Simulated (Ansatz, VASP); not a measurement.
## Si: VASP beside Ansatz

```
CELL_PARAMETERS angstrom
0.00000 2.68855 2.68855
2.68855 0.00000 2.68855
2.68855 2.68855 0.00000
ATOMIC_POSITIONS crystal
Si 0.00000 0.00000 0.00000
Si 0.25000 0.25000 0.25000
```

Change from the starting cell: volume scaled by 0.95, PAW files.

Alike in both runs: task electric field gradients; functional PBE; k mesh 13 × 13 × 13; occupations fermi-dirac, width 0.05 eV; no spin polarisation.

|  | VASP | Ansatz |
| --- | --- | --- |
| version | VASP 6.6.1 | Ansatz 0.2.0 |
| potentials or method | VASP PAW PBE potentials, release 64 (Si) | PAW with Ansatz's default frozen-core files, scalar-relativistic |
| plane-wave cutoff (eV) | 520 | 420 |
| valence electrons in the cell | 8 | 8 |

```csv
,VASP,Ansatz,Ansatz less VASP
pressure (GPa),5.0,5.1,+0.09
```
